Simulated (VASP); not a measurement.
# Pt in VASP: notebook

Pt is run at these levels: PBE; tasks: single point.

Everything below comes from runs of VASP 6.6.1. Logs are shortened: lines on timing, memory, paths and dates and some standing lists are left out, and cuts for length are marked.

**1. The cell of the first run**

It takes space group P2_1/m (No. 11, monoclinic). Conventional cell: a = 2.807 Å, b = 3.970 Å, c = 2.807 Å, α = 90.00°, β = 90.00°, γ = 90.00°. Within 3.5 Å of Pt (site symmetry m) lie 12 Pt at 2.68 to 2.95 Å.

**2. Single point, PBE (atoms displaced along a vibrational mode)**

Input file INCAR:

```
PREC     = Accurate       # precision mode
ENCUT    = 520            # plane-wave cutoff, eV
EDIFF    = 1E-7           # SCF threshold, eV
ISMEAR   = 0              # smearing method
SIGMA    = 0.15           # smearing width, eV
LREAL    = False          # projectors in reciprocal space
LASPH    = True           # aspherical terms in the spheres
NELM     = 100            # most SCF steps
ALGO     = Fast           # electronic algorithm
ISIF     = 2              # what is computed and relaxed
LWAVE    = False          # write WAVECAR
LCHARG   = False          # write CHGCAR
GGA      = PE             # functional
NBANDS   = 17             # bands
```

Input file KPOINTS:

```
regular mesh
0
Gamma
  16 16 12
```

Input file POSCAR:

```
Pt
1.0
    0.0000000000     -1.9849647118     -1.9849647118
    0.0000000000      1.9849647118     -1.9849647118
    3.9699294236      0.0000000000      0.0000000000
Pt
2
Direct
    0.5359704128      0.4880098624      0.5000000000
   -0.0359704128      0.0119901376      0.0000000000
```

Potentials or basis: VASP PAW PBE potentials, release 64 (Pt).

The run is started by

```
> cat potpaw_PBE.64/Pt/POTCAR > POTCAR
> mpirun -np 1 vasp_std > vasp.out
```

OUTCAR:

```text
PREC = Accurate
   ENCUT = 520
   EDIFF = 1E-7
   ISMEAR = 0
   LREAL = False
   LASPH = True
   NELM = 100
   ISIF = 2
   GGA = PE

 ion  position               nearest neighbor table
   1  0.536  0.488  0.500-   2 2.68   2 2.68   2 2.75   2 2.75   2 2.88   2 2.88   2 2.95   2 2.95

   2  0.964  0.012  0.000-   1 2.68   1 2.68   1 2.75   1 2.75   1 2.88   1 2.88   1 2.95   1 2.95

  LATTYP: Found a simple tetragonal cell.
 ALAT       =     2.8071640163
 C/A-ratio  =     1.4142135624

  Lattice vectors:

 A1 = (   0.0000000000,  -1.9849647118,  -1.9849647118)
 A2 = (   0.0000000000,   1.9849647118,  -1.9849647118)
 A3 = (   3.9699294236,   0.0000000000,   0.0000000000)

Analysis of symmetry for initial positions (statically):
=====================================================================
 Subroutine PRICEL returns:
 Original cell was already a primitive cell.

 Routine SETGRP: Setting up the symmetry group for a
 simple tetragonal supercell.

 Subroutine GETGRP returns: Found  4 space group operations
 (whereof  2 operations were pure point group operations)
 out of a pool of 16 trial point group operations.

The static configuration has the point symmetry C_1h.
 The point group associated with its full space group is C_2h.

Analysis of symmetry for dynamics (positions and initial velocities):
=====================================================================
 Subroutine PRICEL returns:
 Original cell was already a primitive cell.

 Routine SETGRP: Setting up the symmetry group for a
 simple tetragonal supercell.

 Subroutine GETGRP returns: Found  4 space group operations
 (whereof  2 operations were pure point group operations)
 out of a pool of 16 trial point group operations.

The dynamic configuration has the point symmetry C_1h.
 The point group associated with its full space group is C_2h.

 Subroutine INISYM returns: Found  4 space group operations
 (whereof  2 operations are pure point group operations),
 and found     1 'primitive' translations

----------------------------------------------------------------------------------------

                                     Primitive cell

  volume of cell :      31.2837

  direct lattice vectors                    reciprocal lattice vectors
     0.000000000 -1.984964712 -1.984964712     0.000000000 -0.251893647 -0.251893647
     0.000000000  1.984964712 -1.984964712     0.000000000  0.251893647 -0.251893647
     3.969929424  0.000000000  0.000000000     0.251893647  0.000000000  0.000000000

  length of vectors
     2.807164016  2.807164016  3.969929424     0.356231412  0.356231412  0.251893647

  position of ions in fractional coordinates (direct lattice)
     0.535970413  0.488009862  0.500000000
     0.964029587  0.011990138  0.000000000

  ion indices of the primitive-cell ions
   primitive index   ion index
                 1           1
                 2           2

----------------------------------------------------------------------------------------

 KPOINTS: regular mesh

Automatic generation of k-mesh.
 Grid dimensions read from file:
 generate k-points for:   16   16   12

 Generating k-lattice:

  Cartesian coordinates                     Fractional coordinates (reciprocal lattice)
     0.000000000 -0.015743353 -0.015743353     0.062500000  0.000000000  0.000000000
     0.000000000  0.015743353 -0.015743353     0.000000000  0.062500000  0.000000000
     0.020991137  0.000000000  0.000000000     0.000000000  0.000000000  0.083333333

  Length of vectors
     0.022264463  0.022264463  0.020991137

  Shift w.r.t. Gamma in fractional coordinates (k-lattice)
     0.000000000  0.000000000  0.000000000

 Subroutine IBZKPT returns following result:
 ===========================================

 Found    910 irreducible k-points:

 Following reciprocal coordinates:
            Coordinates               Weight
  0.000000  0.000000  0.000000      1.000000
  0.062500  0.000000  0.000000      2.000000
  0.000000  0.062500  0.000000      2.000000
  0.125000  0.000000  0.000000      2.000000
  0.000000  0.125000  0.000000      2.000000
  0.187500  0.000000  0.000000      2.000000
[... 16 lines left out ...]
  0.062500  0.125000  0.000000      2.000000
  0.187500  0.062500  0.000000      2.000000
 [... further k-points ...]
   k-points           NKPTS =    910   k-points in BZ     NKDIM =    910   number of bands    NBANDS=     17
   number of dos      NEDOS =    301   number of ions     NIONS =      2
   total plane-waves  NPLWV =  17280
   dimension x,y,z NGX =    24 NGY =   24 NGZ =   30
   dimension x,y,z NGXF=    48 NGYF=   48 NGZF=   60
   ions per type =               2
   NGX,Y,Z   is equivalent  to a cutoff of  14.21, 14.21, 12.56 a.u.
   NGXF,Y,Z  is equivalent  to a cutoff of  28.43, 28.43, 25.13 a.u.
 SYSTEM =  unknown system
   PREC   = accura    normal or accurate (medium, high low for compatibility)
   ISTART =      0    job   : 0-new  1-cont  2-samecut
   ICHARG =      2    charge: 1-file 2-atom 10-const
   ISPIN  =      1    spin polarized calculation?
   LNONCOLLINEAR =      F non collinear calculations
   LSORBIT =      F    spin-orbit coupling
   LASPH  =      T    aspherical Exc in radial PAW
   ENCUT  =  520.0 eV  38.22 Ry    6.18 a.u.   5.22  5.22  7.38*2*pi/ulx,y,z
   NELM   =    100;   NELMIN=  2; NELMDL= -5     # of ELM steps
   EDIFF  = 0.1E-06   stopping-criterion for ELM
   LREAL  =      F    real-space projection
   EDIFFG = 0.1E-05   stopping-criterion for IOM
   NSW    =      0    number of steps for IOM
   IBRION =     -1    ionic relax: 0-MD 1-quasi-New 2-CG
   NFREE  =      0    steps in history (QN), initial steepest desc. (CG)
   ISIF   =      2    stress and relaxation
   ISYM   =      2    0-nonsym 1-usesym 2-fastsym
   POTIM  = 0.5000    time-step for ionic-motion
   TEBEG  =    0.0;   TEEND  =   0.0 temperature during run
   PSTRESS=    0.0 pullay stress
   NELECT =      20.0000    total number of electrons
   NUPDOWN=      -1.0000    fix difference up-down
   EMIN   =  10.00;   EMAX   =-10.00  energy-range for DOS
   EFERMI =   0.00;   METHOD = LEGACY
   ISMEAR =     0;   SIGMA  =   0.15  broadening in eV -4-tet -1-fermi 0-gaus
   EFERMI_NEDOS =   21; number of points for ismear=-14 and -15
   IALGO  =     68    algorithm
   IMIX   =      4    mixing-type and parameters
     AMIX     =   0.40;   BMIX     =  1.00
     AMIX_MAG =   1.60;   BMIX_MAG =  1.00
  volume/ion in A,a.u.               =      15.64       105.56
  Fermi-wavevector in a.u.,A,eV,Ry     =   1.410302  2.665084 27.061321  1.988951
  Thomas-Fermi vector in A             =   2.532269
   LORBIT       =      0    0 simple, 1 ext, 2 COOP (PROOUT), +10 PAW based schemes
   GGA     = PE    functional components
   LHFCALC =     F    Hartree Fock is set to
   AEXX    =    0.0000 exact exchange contribution
   IVDW    =     0    specifies the selected vdW correction
   LEPSILON=     F    determine dielectric tensor
   LRPA    =     F    only Hartree local field effects (RPA)
 non-spin polarized calculation
 RMM-DIIS sequential band-by-band and
 Gauss-broadening in eV      SIGMA  =   0.15
  energy-cutoff  :      520.00
  volume of cell :       31.28
 maximum number of plane-waves:       888
 NGX is ok and might be reduce to    24
   NGX = 11   NGY = 11   NGZ = 15

 number of electron      20.0000004 magnetization

 Free energy of the ion-electron system (eV)
  ---------------------------------------------------
  ext. energy  EPLUGINS =         0.00000000
  ---------------------------------------------------
  free energy    TOTEN  =       -12.10717801 eV

  energy without entropy =      -12.06233479  energy(sigma->0) =      -12.08475640

 E-fermi :  10.5855     XC(G=0): -13.2631

 val. band max:       10.5841141905   @ k =  -0.3750   0.4375   0.3333
 cond. band min:      10.5858564981   @ k =  -0.3125   0.1250  -0.1667
 fundamental gap:      0.0017423075
 Fermi energy:        10.5855132439

 k-point     1 :       0.0000    0.0000    0.0000
  band No.  band energies     occupation
      1       0.7680      2.00000
      2       3.8755      2.00000
      3       4.3931      2.00000
      4       6.8700      2.00000
      5       6.9126      2.00000
      6       7.1496      2.00000
[... 9 lines left out ...]
     16      25.6567      0.00000
     17      29.9003      0.00000

 k-point     2 :       0.0625    0.0000    0.0000
  band No.  band energies     occupation
      1       0.8685      2.00000
      2       3.9374      2.00000
      3       4.4648      2.00000
      4       6.8952      2.00000
      5       6.9687      2.00000
      6       7.1030      2.00000
[... 9 lines left out ...]
     16      25.8062      0.00000
     17      29.5037      0.00000

 k-point     3 :       0.0000    0.0625    0.0000
  band No.  band energies     occupation
      1       0.8699      2.00000
      2       3.9559      2.00000
      3       4.4464      2.00000
      4       6.8217      2.00000
      5       6.9572      2.00000
      6       7.1733      2.00000
[... 9 lines left out ...]
     16      25.7891      0.00000
     17      30.0517      0.00000

 k-point     4 :       0.1250    0.0000    0.0000
  band No.  band energies     occupation
      1       1.1634      2.00000
      2       4.1002      2.00000
      3       4.6874      2.00000
      4       6.8954      2.00000
      5       7.0481      2.00000
      6       7.1225      2.00000
[... 9 lines left out ...]
     16      26.2262      0.00000
     17      28.4554      0.00000
[... 343 lines left out ...]
      1       1.2637      2.00000
      2       4.1873      2.00000
      3       4.7348      2.00000
      4       6.7981      2.00000
      5       7.1065      2.00000
      6       7.1775      2.00000
[... 9 lines left out ...]
     16      26.3835      0.00000
     17      28.6189      0.00000

 k-point    23 :       0.0625    0.1250    0.0000
  band No.  band energies     occupation
      1       1.2676      2.00000
      2       4.2366      2.00000
      3       4.6798      2.00000
      4       6.5974      2.00000
      5       7.1357      2.00000
      6       7.3278      2.00000
[... 9 lines left out ...]
     16      26.2854      0.00000
     17      28.6896      0.00000

 k-point    24 :       0.1875    0.0625    0.0000
  band No.  band energies     occupation
      1       1.7295      2.00000
      2       4.4070      2.00000
      3       5.0902      2.00000
      4       6.5192      2.00000
      5       7.3700      2.00000
      6       7.3800      2.00000
[... 9 lines left out ...]
     16      26.9310      0.00000
     17      27.4862      0.00000

 [... further k-points ...]

------------------------ aborting loop because EDIFF is reached ----------------------------------------

  FORCE on cell =-STRESS in cart. coord.  units (eV):
  Direction    XX          YY          ZZ          XY          YZ          ZX
  --------------------------------------------------------------------------------------
  -------------------------------------------------------------------------------------
  Total        0.8392242      0.4554892      0.0456834      0.0000000     -0.1478237      0.0000000
  in kB       42.9803766     23.3276109      2.3396496      0.0000000     -7.5707037      0.0000000
  external PRESSURE =      22.8825457 kB  Pullay stress =       0.0000000 kB

 VOLUME and BASIS-vectors are now :
 -----------------------------------------------------------------------------
  energy-cutoff  :      520.00
  volume of cell :       31.28
      direct lattice vectors                 reciprocal lattice vectors
     0.000000000 -1.984964712 -1.984964712     0.000000000 -0.251893647 -0.251893647
     0.000000000  1.984964712 -1.984964712     0.000000000  0.251893647 -0.251893647
     3.969929424  0.000000000  0.000000000     0.251893647  0.000000000  0.000000000

 POSITION                                       TOTAL-FORCE (eV/Angst)
 -----------------------------------------------------------------------------------
      1.98496     -0.09520     -2.03256         0.000000      0.924034      0.344138
      0.00000     -1.88976     -1.93736         0.000000     -0.924034     -0.344138
 -----------------------------------------------------------------------------------
    total drift:                                0.000000     -0.000000      0.000000

  FREE ENERGIE OF THE ION-ELECTRON SYSTEM (eV)
  ---------------------------------------------------
  free  energy   TOTEN  =       -12.1071780115 eV

  energy  without entropy=      -12.0623347890  energy(sigma->0) =      -12.08475640
```

Wall time 4.5 min (1 thread of Intel Xeon Platinum 8259CL at 2.50GHz (Skylake/Cascade Lake), shared host); peak memory 0.49 GiB.

Results:

```yaml
Free_energy: -12.1072 eV
Pressure: 2.3 GPa
Largest_force: 0.986 eV/Å
Band_gap_on_the_k_mesh: zero (bands 10 and 11 overlap by 1.25 eV)
```

Forces on the atoms (eV/Å):
```
Pt   0.000  0.924  0.344
Pt   0.000 -0.924 -0.344
```

Stress tensor (GPa, compression positive):
```
 4.30  0.00  0.00
 0.00  2.33 -0.76
 0.00 -0.76  0.23
```

Levels at points of the mesh, in eV from the Fermi level:
| k point | band 7 | band 8 | band 9 | band 10 | band 11 | band 12 | band 13 | band 14 |
| --- | --- | --- | --- | --- | --- | --- | --- | --- |
| (0.00, 0.00, 0.00) | -1.67 | -1.45 | -0.09 | 0.19 | 0.51 | 1.86 | 8.48 | 11.33 |
| (0.50, 0.00, 0.00) | -2.47 | -2.37 | -2.27 | -0.90 | 1.36 | 2.22 | 9.70 | 11.38 |
| (0.00, 0.50, 0.00) | -2.21 | -2.12 | -1.69 | -1.26 | 1.61 | 1.92 | 10.22 | 10.79 |
| (0.50, 0.50, 0.00) | 0.29 | 0.40 | 0.42 | 0.49 | 1.96 | 2.25 | 8.25 | 8.45 |
| (0.00, 0.00, 0.50) | -2.12 | -2.12 | -1.66 | -1.66 | -0.67 | -0.67 | 15.51 | 15.51 |
| (0.50, 0.00, 0.50) | -0.61 | -0.61 | -0.04 | -0.04 | 0.39 | 0.39 | 5.47 | 5.47 |
| (0.00, 0.50, 0.50) | -0.38 | -0.38 | -0.19 | -0.19 | 0.08 | 0.08 | 5.58 | 5.58 |
| (0.50, 0.50, 0.50) | -1.71 | -1.71 | 0.45 | 0.45 | 6.60 | 6.60 | 7.85 | 7.85 |

Caveat: the cell differs from its parent crystal (atoms displaced along a vibrational mode); spin-orbit coupling is left out, which moves the levels of the heavy elements.

**3. Single point, PBE (atoms displaced along a vibrational mode)**

Input file INCAR:

```
SYSTEM = Pt
PREC     = Accurate       ! precision mode
ENCUT    = 520            ! plane-wave cutoff, eV
EDIFF    = 1E-6           ! SCF threshold, eV
ISMEAR   = 0              ! smearing method
SIGMA    = 0.15           ! smearing width, eV
LREAL    = .FALSE.        ! projectors in reciprocal space
LASPH    = .TRUE.         ! aspherical terms in the spheres
NELM     = 60             ! most SCF steps
ALGO     = Fast           ! electronic algorithm
ISIF     = 2              ! what is computed and relaxed
LWAVE    = .FALSE.        ! write WAVECAR
LCHARG   = .FALSE.        ! write CHGCAR
GGA      = PE             ! functional
NBANDS   = 17             ! bands
```

Input file KPOINTS:

```
regular mesh
0
G
  16 16 12
  0 0 0
```

Input file POSCAR:

```
Pt
1.0
    0.0000000000     -1.9849647118     -1.9849647118
    0.0000000000      1.9849647118     -1.9849647118
    3.9699294236      0.0000000000      0.0000000000
Pt
2
Direct
    0.5599506879      0.5000000000      0.5000000000
   -0.0599506879      0.0000000000      0.0000000000
```

Potentials or basis: VASP PAW PBE potentials, release 64 (Pt).

The run is started by

```
> cat potpaw_PBE.64/Pt/POTCAR > POTCAR
> mpirun -np 1 vasp_std > vasp.out
```

Wall time 4.7 min (1 thread of Intel Xeon 8259CL, shared host); peak memory 0.36 GiB.

Results (log left out):

```yaml
Free_energy: -11.9807 eV
Pressure: 5.7 GPa
Largest_force: 1.188 eV/Å
Band_gap_on_the_k_mesh: zero (bands 10 and 11 overlap by 1.13 eV)
```

Forces in eV/Å, atoms in the order of the input:
```
Pt   0.000  0.840  0.840
Pt   0.000 -0.840 -0.840
```

Stress tensor (GPa, compression positive):
```
10.27  0.00  0.00
 0.00  3.40 -2.49
 0.00 -2.49  3.40
```

Levels at points of the mesh, in eV from the Fermi level:
| k point | band 6 | band 7 | band 8 | band 9 | band 10 | band 11 | band 12 | band 13 | band 14 | band 15 |
| --- | --- | --- | --- | --- | --- | --- | --- | --- | --- | --- |
| (0.00, 0.00, 0.00) | -3.22 | -1.75 | -1.40 | -0.24 | -0.23 | 0.62 | 1.86 | 8.44 | 11.29 | 12.32 |
| (0.50, 0.00, 0.00) | -3.22 | -2.98 | -2.59 | -2.24 | -0.46 | 1.13 | 2.43 | 9.21 | 10.74 | 11.94 |
| (0.00, 0.50, 0.00) | -4.48 | -1.90 | -1.90 | -1.28 | -1.28 | 1.71 | 1.71 | 10.47 | 10.47 | 12.62 |
| (0.50, 0.50, 0.00) | -0.57 | 0.16 | 0.16 | 0.43 | 0.43 | 2.41 | 2.41 | 8.14 | 8.14 | 11.64 |
| (0.00, 0.00, 0.50) | -3.28 | -2.40 | -2.40 | -1.27 | -1.27 | -0.56 | -0.56 | 14.47 | 14.47 | 16.78 |
| (0.50, 0.00, 0.50) | -3.69 | -0.88 | -0.88 | -0.13 | -0.13 | 0.74 | 0.74 | 5.28 | 5.28 | 14.49 |
| (0.00, 0.50, 0.50) | -3.32 | -0.58 | -0.58 | -0.33 | -0.33 | -0.01 | -0.01 | 5.63 | 5.63 | 15.16 |
| (0.50, 0.50, 0.50) | -4.06 | -1.51 | -1.51 | 0.42 | 0.42 | 6.34 | 6.34 | 7.36 | 7.36 | 8.76 |

Caveat: the cell differs from its parent crystal (atoms displaced along a vibrational mode); the cell stands under pressure; spin-orbit coupling is left out, which moves the levels of the heavy elements; forces of over 1 eV/Å act on the atoms, so gaps and moduli don't describe the material at rest.
